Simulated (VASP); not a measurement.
# HfO2 (Fm-3m) in VASP: a series of runs

The runs below take HfO2 through single point, with r2SCAN.

All numbers are computed with VASP 6.6.1; they aren't measurements. Logs are shortened: lines on timing, memory, paths and dates and some standing lists are left out, and cuts for length are marked.

## (1) The cell of the first run

Symmetry: Fm-3m, No. 225, cubic system. Conventional cell: a = 5.081 Å, b = 5.081 Å, c = 5.081 Å, α = 90.00°, β = 90.00°, γ = 90.00°. Hf (site symmetry m-3m) has 8 O at 2.20 Å within 2.9 Å. O (site symmetry -43m) has 4 Hf at 2.20 Å and 6 O at 2.54 Å within 2.9 Å.

## (2) Single point, r2SCAN

Input file POSCAR:

```
HfO2
1.0
    0.0000000000      2.5403350533      2.5403350533
    2.5403350533      0.0000000000      2.5403350533
    2.5403350533      2.5403350533      0.0000000000
Hf O
1 2
Direct
    0.0000000000      0.0000000000      0.0000000000
    0.7500000000      0.7500000000      0.7500000000
    0.2500000000      0.2500000000      0.2500000000
```

Input file INCAR.step1:

```
PREC = Accurate ; ENCUT = 520
ISMEAR = -1 ; SIGMA = 0.05
LREAL = False ; LASPH = True
NELM = 60 ; NBANDS = 18
GGA = PE ; ALGO = Normal
EDIFF = 1E-4 ; LWAVE = True
LCHARG = False
```

Input file INCAR.step2:

```
PREC = Accurate ; ENCUT = 520
EDIFF = 1E-6 ; ISMEAR = -1
SIGMA = 0.05 ; LREAL = False
LASPH = True ; NELM = 60
ALGO = Normal ; ISIF = 2
LWAVE = False ; LCHARG = True
METAGGA = R2SCAN ; LMIXTAU = True
LELF = True ; LVHAR = True
NBANDS = 18 ; ISTART = 1
```

Input file KPOINTS:

```
regular mesh
0
Gamma
  9 9 9
```

Potentials or basis: VASP PAW PBE potentials, release 64 (Hf_pv, O).

Run with:

```bash
$ cat potpaw_PBE.64/Hf_pv/POTCAR potpaw_PBE.64/O/POTCAR > POTCAR
$ cp INCAR.step1 INCAR
$ mpirun -np 1 vasp_std > vasp.out
$ cp INCAR.step2 INCAR
$ mpirun -np 1 vasp_std > vasp.out
```

OUTCAR:

```text
PREC = Accurate
   ENCUT = 520
   EDIFF = 1E-6
   ISMEAR = -1
   LREAL = False
   LASPH = True
   NELM = 60
   ISIF = 2
   METAGGA = R2SCAN
   ISTART = 1

 ion  position               nearest neighbor table
   1  0.000  0.000  0.000-   2 2.20   2 2.20   2 2.20   2 2.20   3 2.20   3 2.20   3 2.20   3 2.20

   2  0.750  0.750  0.750-   1 2.20   1 2.20   1 2.20   1 2.20
   3  0.250  0.250  0.250-   1 2.20   1 2.20   1 2.20   1 2.20

  LATTYP: Found a face centered cubic cell.
 ALAT       =     5.0806701066

  Lattice vectors:

 A1 = (   0.0000000000,   2.5403350533,   2.5403350533)
 A2 = (   2.5403350533,   0.0000000000,   2.5403350533)
 A3 = (   2.5403350533,   2.5403350533,   0.0000000000)

Analysis of symmetry for initial positions (statically):
=====================================================================
 Subroutine PRICEL returns:
 Original cell was already a primitive cell.

 Routine SETGRP: Setting up the symmetry group for a
 face centered cubic supercell.

 Subroutine GETGRP returns: Found 48 space group operations
 (whereof 48 operations were pure point group operations)
 out of a pool of 48 trial point group operations.

The static configuration has the point symmetry O_h .

Analysis of symmetry for dynamics (positions and initial velocities):
=====================================================================
 Subroutine PRICEL returns:
 Original cell was already a primitive cell.

 Routine SETGRP: Setting up the symmetry group for a
 face centered cubic supercell.

 Subroutine GETGRP returns: Found 48 space group operations
 (whereof 48 operations were pure point group operations)
 out of a pool of 48 trial point group operations.

The dynamic configuration has the point symmetry O_h .

 Subroutine INISYM returns: Found 48 space group operations
 (whereof 48 operations are pure point group operations),
 and found     1 'primitive' translations

----------------------------------------------------------------------------------------

                                     Primitive cell

  volume of cell :      32.7871

  direct lattice vectors                    reciprocal lattice vectors
     0.000000000  2.540335053  2.540335053    -0.196824430  0.196824430  0.196824430
     2.540335053  0.000000000  2.540335053     0.196824430 -0.196824430  0.196824430
[... 83 lines left out ...]
   LSORBIT =      F    spin-orbit coupling
   LASPH  =      T    aspherical Exc in radial PAW
   ENCUT  =  520.0 eV  38.22 Ry    6.18 a.u.   6.68  6.68  6.68*2*pi/ulx,y,z
   NELM   =     60;   NELMIN=  2; NELMDL=  0     # of ELM steps
   EDIFF  = 0.1E-05   stopping-criterion for ELM
   LREAL  =      F    real-space projection
   EDIFFG = 0.1E-04   stopping-criterion for IOM
   NSW    =      0    number of steps for IOM
   IBRION =     -1    ionic relax: 0-MD 1-quasi-New 2-CG
   NFREE  =      0    steps in history (QN), initial steepest desc. (CG)
   ISIF   =      2    stress and relaxation
   ISYM   =      2    0-nonsym 1-usesym 2-fastsym
   POTIM  = 0.5000    time-step for ionic-motion
   TEBEG  =    0.0;   TEEND  =   0.0 temperature during run
   PSTRESS=    0.0 pullay stress
   NELECT =      22.0000    total number of electrons
   NUPDOWN=      -1.0000    fix difference up-down
   EMIN   =  10.00;   EMAX   =-10.00  energy-range for DOS
   EFERMI =   0.00;   METHOD = LEGACY
   ISMEAR =    -1;   SIGMA  =   0.05  broadening in eV -4-tet -1-fermi 0-gaus
   EFERMI_NEDOS =   21; number of points for ismear=-14 and -15
   IALGO  =     38    algorithm
   IMIX   =      4    mixing-type and parameters
     AMIX     =   0.40;   BMIX     =  1.00
     AMIX_MAG =   1.60;   BMIX_MAG =  1.00
  volume/ion in A,a.u.               =      10.93        73.75
  Fermi-wavevector in a.u.,A,eV,Ry     =   1.433226  2.708405 27.948233  2.054137
  Thomas-Fermi vector in A             =   2.552767
   LORBIT       =      0    0 simple, 1 ext, 2 COOP (PROOUT), +10 PAW based schemes
   METAGGA = R2SCAN    functional components
   LHFCALC =     F    Hartree Fock is set to
   AEXX    =    0.0000 exact exchange contribution
   IVDW    =     0    specifies the selected vdW correction
   LEPSILON=     F    determine dielectric tensor
   LRPA    =     F    only Hartree local field effects (RPA)
 non-spin polarized calculation
  energy-cutoff  :      520.00
  volume of cell :       32.79
 maximum number of plane-waves:       899
   NGX = 13   NGY = 13   NGZ = 13

 number of electron      21.9999991 magnetization

 Free energy of the ion-electron system (eV)
  ---------------------------------------------------
  ext. energy  EPLUGINS =         0.00000000
  ---------------------------------------------------
  free energy    TOTEN  =       -68.53310551 eV

  energy without entropy =      -68.53310551  energy(sigma->0) =      -68.53310551

 E-fermi :   4.8400     XC(G=0): -12.5413

 val. band max:        3.8028042379   @ k =  -0.4444   0.4444   0.0000
 cond. band min:       8.1924424791   @ k =   0.4444   0.4444   0.0000
 fundamental gap:      4.3896382412
 Fermi energy:         4.8400159589

 k-point     1 :       0.0000    0.0000    0.0000
  band No.  band energies     occupation
      1     -26.8310      2.00000
      2     -26.8310      2.00000
      3     -26.8310      2.00000
      4     -15.8330      2.00000
      5     -12.8622      2.00000
      6      -1.5442      2.00000
[... 481 lines left out ...]
      5     -13.8064      2.00000
      6      -2.4934      2.00000
[... 10 lines left out ...]
     17      16.4618      0.00000
     18      16.5993      0.00000

 [... further k-points ...]

------------------------ aborting loop because EDIFF is reached ----------------------------------------

  FORCE on cell =-STRESS in cart. coord.  units (eV):
  Direction    XX          YY          ZZ          XY          YZ          ZX
  --------------------------------------------------------------------------------------
  -------------------------------------------------------------------------------------
  Total       -1.4891826     -1.4891826     -1.4891826      0.0000000     -0.0000000      0.0000000
  in kB      -72.7705314    -72.7705314    -72.7705314      0.0000000     -0.0000000      0.0000000
  external PRESSURE =     -72.7705314 kB  Pullay stress =       0.0000000 kB

 VOLUME and BASIS-vectors are now :
 -----------------------------------------------------------------------------
  energy-cutoff  :      520.00
  volume of cell :       32.79
      direct lattice vectors                 reciprocal lattice vectors
     0.000000000  2.540335053  2.540335053    -0.196824430  0.196824430  0.196824430
     2.540335053  0.000000000  2.540335053     0.196824430 -0.196824430  0.196824430
     2.540335053  2.540335053  0.000000000     0.196824430  0.196824430 -0.196824430

 POSITION                                       TOTAL-FORCE (eV/Angst)
 -----------------------------------------------------------------------------------
      0.00000      0.00000      0.00000        -0.000000     -0.000000      0.000000
      3.81050      3.81050      3.81050        -0.000000      0.000000     -0.000000
      1.27017      1.27017      1.27017         0.000000      0.000000      0.000000
 -----------------------------------------------------------------------------------
    total drift:                                0.000000      0.000000      0.000000

  FREE ENERGIE OF THE ION-ELECTRON SYSTEM (eV)
  ---------------------------------------------------
  free  energy   TOTEN  =       -68.5331055054 eV

  energy  without entropy=      -68.5331055054  energy(sigma->0) =      -68.53310551
```

OSZICAR.step1:

```text
N       E                     dE             d eps       ncg     rms          rms(c)
DAV:   1     0.902065153125E+02    0.90207E+02   -0.12660E+04  1260   0.121E+03
DAV:   2    -0.321924552093E+02   -0.12240E+03   -0.11977E+03  1584   0.288E+02
DAV:   3    -0.360153903687E+02   -0.38229E+01   -0.38103E+01  1480   0.451E+01
DAV:   4    -0.360368796280E+02   -0.21489E-01   -0.21484E-01  1518   0.378E+00
DAV:   5    -0.360370131071E+02   -0.13348E-03   -0.13348E-03  1458   0.277E-01    0.473E+01
DAV:   6    -0.303828029338E+02    0.56542E+01   -0.20335E+01  1288   0.323E+01    0.412E+01
DAV:   7    -0.302862359318E+02    0.96567E-01   -0.66420E-01  1436   0.673E+00    0.290E+01
DAV:   8    -0.302708038286E+02    0.15432E-01   -0.30250E-01  1376   0.502E+00    0.981E+00
DAV:   9    -0.302475778052E+02    0.23226E-01   -0.68906E-02  1336   0.223E+00    0.267E+00
DAV:  10    -0.302478140760E+02   -0.23627E-03   -0.33268E-03  1378   0.440E-01    0.171E-01
DAV:  11    -0.302478541553E+02   -0.40079E-04   -0.17575E-04  1394   0.113E-01
   1 F= -.30247854E+02 E0= -.30247854E+02  d E =-.940896E-10
```

It took 78 s on 1 thread of Intel Xeon Platinum 8259CL at 2.50GHz (Skylake/Cascade Lake), shared host; peak memory 0.17 GiB.

What came out:

```
Free energy            : -68.5331 eV
Pressure               : -7.3 GPa
Band gap on the k mesh : 4.39 eV, indirect (least direct gap 4.50 eV)
```

Levels at points of the mesh, in eV from the valence-band top:
| k point | band 9 | band 10 | band 11 | band 12 | band 13 | band 14 |
| --- | --- | --- | --- | --- | --- | --- |
| (0.00, 0.00, 0.00) | -0.58 | -0.58 | -0.58 | 4.44 | 4.44 | 6.47 |

Caveat: the PAW data sets were made with another functional, which shifts forces and pressure a little; spin-orbit coupling is left out, which moves the levels of the heavy elements. A k mesh can miss the band edges.

## (3) Single point, r2SCAN

This run uses another cell than the first one, of 11.15 Å³/atom, 1.020 times its volume.

Input file POSCAR:

```
HfO2
1.0
    0.0000000000      2.5575000000      2.5575000000
    2.5575000000      0.0000000000      2.5575000000
    2.5575000000      2.5575000000      0.0000000000
Hf O
1 2
Direct
    0.0000000000      0.0000000000      0.0000000000
    0.7500000000      0.7500000000      0.7500000000
    0.2500000000      0.2500000000      0.2500000000
```

Input file INCAR.step1:

```
SYSTEM = HfO2
ALGO = Normal
EDIFF = 1E-4
ENCUT = 520
GGA = PE
ISMEAR = -1
LASPH = .TRUE.
LCHARG = .FALSE.
LREAL = .FALSE.
LWAVE = .TRUE.
NBANDS = 18
NELM = 80
PREC = Accurate
SIGMA = 0.05
```

Input file INCAR.step2:

```
SYSTEM = HfO2
ALGO = Normal
EDIFF = 1E-6
ENCUT = 520
ISIF = 2
ISMEAR = -1
ISTART = 1
LASPH = .TRUE.
LCHARG = .FALSE.
LMIXTAU = .TRUE.
LREAL = .FALSE.
LWAVE = .FALSE.
METAGGA = R2SCAN
NBANDS = 18
NELM = 80
PREC = Accurate
SIGMA = 0.05
```

Input file KPOINTS:

```
k-points
0
G
  9 9 9
  0 0 0
```

Potentials or basis: VASP PAW PBE potentials, release 64 (Hf_pv, O).

Run with:

```bash
$ cat potpaw_PBE.64/Hf_pv/POTCAR potpaw_PBE.64/O/POTCAR > POTCAR
$ cp INCAR.step1 INCAR
$ mpirun -np 1 vasp_std > vasp.out
$ cp INCAR.step2 INCAR
$ mpirun -np 1 vasp_std > vasp.out
```

OUTCAR:

```text
SYSTEM = HfO2
   EDIFF = 1E-6
   ENCUT = 520
   ISIF = 2
   ISMEAR = -1
   ISTART = 1
   LASPH = .TRUE.
   LREAL = .FALSE.
   METAGGA = R2SCAN
   NELM = 80
   PREC = Accurate

 ion  position               nearest neighbor table
   1  0.000  0.000  0.000-   2 2.21   2 2.21   2 2.21   2 2.21   3 2.21   3 2.21   3 2.21   3 2.21

   2  0.750  0.750  0.750-   1 2.21   1 2.21   1 2.21   1 2.21
   3  0.250  0.250  0.250-   1 2.21   1 2.21   1 2.21   1 2.21

  LATTYP: Found a face centered cubic cell.
 ALAT       =     5.1150000000

  Lattice vectors:

[... 687 lines left out ...]
     17      16.1357      0.00000
     18      16.2365      0.00000

 [... further k-points ...]
[... 5 lines left out ...]
  --------------------------------------------------------------------------------------
  -------------------------------------------------------------------------------------
  Total       -2.5147089     -2.5147089     -2.5147089      0.0000000      0.0000000      0.0000000
  in kB     -120.4263115   -120.4263115   -120.4263115      0.0000000      0.0000000      0.0000000
  external PRESSURE =    -120.4263115 kB  Pullay stress =       0.0000000 kB

 VOLUME and BASIS-vectors are now :
 -----------------------------------------------------------------------------
  energy-cutoff  :      520.00
  volume of cell :       33.46
      direct lattice vectors                 reciprocal lattice vectors
     0.000000000  2.557500000  2.557500000    -0.195503421  0.195503421  0.195503421
     2.557500000  0.000000000  2.557500000     0.195503421 -0.195503421  0.195503421
     2.557500000  2.557500000  0.000000000     0.195503421  0.195503421 -0.195503421

 POSITION                                       TOTAL-FORCE (eV/Angst)
 -----------------------------------------------------------------------------------
      0.00000      0.00000      0.00000        -0.000000      0.000000     -0.000000
      3.83625      3.83625      3.83625         0.000000      0.000000     -0.000000
      1.27875      1.27875      1.27875        -0.000000     -0.000000      0.000000
 -----------------------------------------------------------------------------------
    total drift:                                0.000000      0.000000      0.000000

  FREE ENERGIE OF THE ION-ELECTRON SYSTEM (eV)
  ---------------------------------------------------
  free  energy   TOTEN  =       -68.4937269231 eV

  energy  without entropy=      -68.4937269231  energy(sigma->0) =      -68.49372692
```

OUTCAR.step1:

```text
SYSTEM = HfO2
   EDIFF = 1E-4
   ENCUT = 520
   GGA = PE
   ISMEAR = -1
   LASPH = .TRUE.
   LREAL = .FALSE.
   NELM = 80
[... 726 lines left out ...]
      0.00000      0.00000      0.00000        -0.000000     -0.000000      0.000000
      3.83625      3.83625      3.83625         0.000000      0.000000      0.000000
      1.27875      1.27875      1.27875        -0.000000     -0.000000     -0.000000
 -----------------------------------------------------------------------------------
    total drift:                                0.000000      0.000000      0.000000

  FREE ENERGIE OF THE ION-ELECTRON SYSTEM (eV)
  ---------------------------------------------------
  free  energy   TOTEN  =       -30.2335444115 eV

  energy  without entropy=      -30.2335444114  energy(sigma->0) =      -30.23354441
```

Run time: 78 s. Hardware: 1 thread of Intel Xeon Platinum 8259CL at 2.50GHz (Skylake/Cascade Lake), shared host; peak memory 0.17 GiB.

Results:

* Free energy: -68.4937 eV
* Pressure: -12.0 GPa
* Band gap on the k mesh: 4.33 eV, indirect (least direct gap 4.43 eV)

Levels at points of the mesh, in eV from the valence-band top:
```
           k point  band 9  band 10  band 11  band 12  band 13  band 14
(0.00, 0.00, 0.00)   -0.57    -0.57    -0.57     4.38     4.38     6.30
```

Caveat: the PAW data sets were made with another functional, which shifts forces and pressure a little; spin-orbit coupling is left out, which moves the levels of the heavy elements.

## (4) Single point, r2SCAN

This run uses another cell than the first one, of 11.38 Å³/atom, 1.041 times its volume.

Input file POSCAR:

```
HfO2
1.0
    0.0000000000      2.5744375797      2.5744375797
    2.5744375797      0.0000000000      2.5744375797
    2.5744375797      2.5744375797      0.0000000000
Hf O
1 2
Direct
    0.0000000000      0.0000000000      0.0000000000
    0.7500000000      0.7500000000      0.7500000000
    0.2500000000      0.2500000000      0.2500000000
```

Input file INCAR.step1:

```
SYSTEM = HfO2
ALGO = Normal
EDIFF = 1E-4
ENCUT = 520
GGA = PE
ISMEAR = -1
LASPH = .True.
LCHARG = .False.
LREAL = .False.
LWAVE = .True.
NBANDS = 18
NELM = 100
PREC = Accurate
SIGMA = 0.05
```

Input file INCAR.step2:

```
SYSTEM = HfO2
ALGO = Normal
EDIFF = 1E-7
ENCUT = 520
ISIF = 2
ISMEAR = -1
ISTART = 1
LASPH = .True.
LCHARG = .True.
LELF = .True.
LMIXTAU = .True.
LREAL = .False.
LVHAR = .True.
LWAVE = .False.
METAGGA = R2SCAN
NBANDS = 18
NELM = 100
PREC = Accurate
SIGMA = 0.05
```

Input file KPOINTS:

```
k-points
0
Gamma
  9 9 9
  0 0 0
```

Run with:

```bash
$ cat potpaw_PBE.64/Hf_pv/POTCAR potpaw_PBE.64/O/POTCAR > POTCAR
$ cp INCAR.step1 INCAR
$ mpirun -np 1 vasp_std > vasp.out
$ cp INCAR.step2 INCAR
$ mpirun -np 1 vasp_std > vasp.out
```

Run time: 95 s. Hardware: 1 thread of Intel Xeon Platinum 8259CL at 2.50GHz (Skylake/Cascade Lake), shared host; peak memory 0.17 GiB.

Results (log left out):

* Free energy: -68.4355 eV
* Pressure: -16.3 GPa
* Band gap on the k mesh: 4.26 eV, indirect (least direct gap 4.36 eV)

Levels at points of the mesh, in eV from the valence-band top:
```
           k point  band 8  band 9  band 10  band 11  band 12  band 13  band 14  band 15
(0.00, 0.00, 0.00)   -5.11   -0.56    -0.56    -0.56     4.32     4.32     6.13    10.45
```

Caveat: the PAW data sets were made with another functional, which shifts forces and pressure a little; spin-orbit coupling is left out, which moves the levels of the heavy elements. A k mesh can miss the band edges.

## (5) Single point, r2SCAN

This run uses another cell than the first one, of 11.60 Å³/atom, 1.061 times its volume.

Input file POSCAR:

```
HfO2
1.0
    0.0000000000      2.5911551753      2.5911551753
    2.5911551753      0.0000000000      2.5911551753
    2.5911551753      2.5911551753      0.0000000000
Hf O
1 2
Direct
    0.0000000000      0.0000000000      0.0000000000
    0.7500000000      0.7500000000      0.7500000000
    0.2500000000      0.2500000000      0.2500000000
```

Input file INCAR.step1:

```
ALGO = Normal
EDIFF = 1E-4
ENCUT = 520
GGA = PE
ISMEAR = -1
LASPH = T
LCHARG = F
LREAL = F
LWAVE = T
NBANDS = 18
NELM = 60
PREC = Accurate
SIGMA = 0.05
```

Input file INCAR.step2:

```
ALGO = Normal
EDIFF = 1E-6
ENCUT = 520
ISIF = 2
ISMEAR = -1
ISTART = 1
LASPH = T
LCHARG = F
LMIXTAU = T
LREAL = F
LWAVE = F
METAGGA = R2SCAN
NBANDS = 18
NELM = 60
PREC = Accurate
SIGMA = 0.05
```

Input file KPOINTS:

```
k-points
0
Gamma
  9 9 9
```

Run with:

```bash
$ cat potpaw_PBE.64/Hf_pv/POTCAR potpaw_PBE.64/O/POTCAR > POTCAR
$ cp INCAR.step1 INCAR
$ mpirun -np 1 vasp_std > vasp.out
$ cp INCAR.step2 INCAR
$ mpirun -np 1 vasp_std > vasp.out
```

Wall time 84 s (1 thread of Intel Xeon Platinum 8259CL at 2.50GHz (Skylake/Cascade Lake), shared host); peak memory 0.17 GiB.

It converged, with:

```yaml
Free_energy: -68.3602 eV
Pressure: -20.2 GPa
Band_gap_on_the_k_mesh: 4.20 eV, indirect (least direct gap 4.30 eV)
```

Levels at points of the mesh, in eV from the valence-band top:
```tsv
k point	band 8	band 9	band 10	band 11	band 12	band 13	band 14	band 15
(0.00, 0.00, 0.00)	-4.99	-0.56	-0.56	-0.56	4.26	4.26	5.98	10.21
```

Caveat: the PAW data sets were made with another functional, which shifts forces and pressure a little; spin-orbit coupling is left out, which moves the levels of the heavy elements.

## (6) The runs side by side

```csv
cell,gap on the mesh (eV),pressure (GPa)
"a = 3.593 Å, angles 60.0°, 3 atoms",4.39,-7.3
"a = 3.617 Å, angles 60.0°, 3 atoms",4.33,-12.0
"a = 3.641 Å, angles 60.0°, 3 atoms",4.26,-16.3
"a = 3.664 Å, angles 60.0°, 3 atoms",4.20,-20.2
```

Alike in all rows: task single point; level r2SCAN; potentials or basis VASP PAW PBE potentials, release 64 (Hf_pv, O); no spin polarisation; k mesh 9 × 9 × 9; cutoff (eV) 520; smearing fermi-dirac 0.05 eV.

Caveats: the PAW data sets were made with another functional, which shifts forces and pressure a little; spin-orbit coupling is left out, which moves the levels of the heavy elements.

Total energies depend on the potentials used, so only differences within one code and one set of settings carry meaning.
